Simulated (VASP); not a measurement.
Write the native input for VASP 6.6.1 that does the following.

```
Task                   : single point
Functional             : PBE
Potentials or basis    : VASP PAW PBE potentials, release 64 (Pt)
Cutoff                 : 520 eV
k mesh                 : 17 × 17 × 17
Occupations            : fermi-dirac, width 0.05 eV
Spin                   : no spin polarisation
Dipole correction      : no
Further INCAR settings : ALGO = Normal; EDIFF = 1e-06; NBANDS = 11
```

The structure of Pt lies in POSCAR:

```
Pt
1.0
    0.0000000000      1.9851124866      1.9851124866
    1.9851124866      0.0000000000      1.9851124866
    1.9851124866      1.9851124866      0.0000000000
Pt
1
Direct
    0.0000000000      0.0000000000      0.0000000000
```

One way to write it, as run:

INCAR

```
SYSTEM = Pt
  PREC = Accurate
  ENCUT = 520
  EDIFF = 1E-6
  ISMEAR = -1
  SIGMA = 0.05
  LREAL = .FALSE.
  LASPH = .TRUE.
  NELM = 100
  ALGO = Normal
  ISIF = 2
  LWAVE = .FALSE.
  LCHARG = .FALSE.
  GGA = PE
  NBANDS = 11
```

KPOINTS

```
regular mesh
0
G
  17 17 17
  0 0 0
```

Potentials or basis: VASP PAW PBE potentials, release 64 (Pt).

Command:

```sh
$ cat potpaw_PBE.64/Pt/POTCAR > POTCAR
$ mpirun -np 1 vasp_std > vasp.out
```

It gave:

```json
{
 "Pressure": "-0.5 GPa",
 "Band gap on the k mesh": "zero (bands 5 and 6 overlap by 2.05 eV)"
}
```

Caveat: spin-orbit coupling is left out, which moves the levels of the heavy elements.

Run time: 32 s on 1 thread of Intel Xeon 8259CL (shared host), peak memory 0.16 GiB.
